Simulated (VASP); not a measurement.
Here is a VASP 6.6.1 calculation.

File POSCAR:

```
Cu
1.0
    0.0000000000      1.7889298954      1.7889298954
    1.7889298954      0.0000000000      1.7889298954
    1.7889298954      1.7889298954      0.0000000000
Cu
1
Direct
    0.0000000000      0.0000000000      0.0000000000
```

The input INCAR.step1:

```
PREC = Accurate ; ENCUT = 520
ISMEAR = 0 ; SIGMA = 0.05
LREAL = False ; LASPH = True
NELM = 80 ; NBANDS = 12
GGA = PE ; ALGO = Normal
EDIFF = 1E-4 ; LWAVE = True
LCHARG = False
```

File INCAR.step2:

```
PREC = Accurate ; ENCUT = 520
EDIFF = 1E-7 ; ISMEAR = 0
SIGMA = 0.05 ; LREAL = False
LASPH = True ; NELM = 80
ALGO = Normal ; ISIF = 2
LWAVE = False ; LCHARG = False
METAGGA = R2SCAN ; LMIXTAU = True
NBANDS = 12 ; ISTART = 1
```

KPOINTS

```
regular mesh
0
Gamma
  10 10 10
```

Potentials or basis: VASP PAW PBE potentials, release 64 (Cu).

Launch:

```bash
$ cat potpaw_PBE.64/Cu/POTCAR > POTCAR
$ cp INCAR.step1 INCAR
$ mpirun -np 1 vasp_std > vasp.out
$ cp INCAR.step2 INCAR
$ mpirun -np 1 vasp_std > vasp.out
```

(1) What does it give for the pressure?

(2) Estimate the band gap on the k mesh.

## Answers

(1) 0.7 GPa.

(2) zero (an odd number of electrons rules out a gap without spin polarisation).

Caveat: the PAW data sets were made with another functional, which shifts forces and pressure a little.
